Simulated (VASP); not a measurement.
Write the native input for VASP 6.6.1 that does the following.

```
Task                   : single point
Functional             : r2SCAN
Potentials or basis    : VASP PAW PBE potentials, release 64 (W_sv)
Cutoff                 : 520 eV
k mesh                 : 15 × 15 × 15
Occupations            : fermi-dirac, width 0.1 eV
Spin                   : no spin polarisation
Dipole correction      : no
Further INCAR settings : ALGO = Normal; EDIFF = 1e-06; NBANDS = 13
```

W:

```
CELL_PARAMETERS angstrom
-1.60177 1.60177 1.60177
1.60177 -1.60177 1.60177
1.60177 1.60177 -1.60177
ATOMIC_POSITIONS crystal
W 0.00000 0.00000 0.00000
```

These files were run (other wordings do the same):

POSCAR

```
W
1.0
   -1.6017681100      1.6017681100      1.6017681100
    1.6017681100     -1.6017681100      1.6017681100
    1.6017681100      1.6017681100     -1.6017681100
W
1
Direct
    0.0000000000      0.0000000000      0.0000000000
```

INCAR.step1

```
SYSTEM = W
PREC = Accurate ; ENCUT = 520
ISMEAR = -1 ; SIGMA = 0.1
LREAL = .False. ; LASPH = .True.
NELM = 80 ; NBANDS = 13
GGA = PE ; ALGO = Normal
EDIFF = 1E-4 ; LWAVE = .True.
LCHARG = .False.
```

INCAR.step2

```
SYSTEM = W
PREC = Accurate ; ENCUT = 520
EDIFF = 1E-6 ; ISMEAR = -1
SIGMA = 0.1 ; LREAL = .False.
LASPH = .True. ; NELM = 80
ALGO = Normal ; ISIF = 2
LWAVE = .False. ; LCHARG = .False.
METAGGA = R2SCAN ; LMIXTAU = .True.
NBANDS = 13 ; ISTART = 1
```

KPOINTS

```
regular mesh
0
Gamma
  15 15 15
  0 0 0
```

Potentials or basis: VASP PAW PBE potentials, release 64 (W_sv).

Launch:

```console
$ cat potpaw_PBE.64/W_sv/POTCAR > POTCAR
$ cp INCAR.step1 INCAR
$ mpirun -np 1 vasp_std > vasp.out
$ cp INCAR.step2 INCAR
$ mpirun -np 1 vasp_std > vasp.out
```

It gave:

- Pressure: -8.7 GPa
- Band gap on the k mesh: zero (band 7 reaches 15.34 eV, above the bottom of band 8 at 9.55 eV)

Caveat: the PAW data sets were made with another functional, which shifts forces and pressure a little; spin-orbit coupling is left out, which moves the levels of the heavy elements.

It took 48 s on 1 thread of Intel(R) Xeon(R) Platinum 8488C (Sapphire Rapids), with other jobs on the host, peak memory 0.15 GiB.
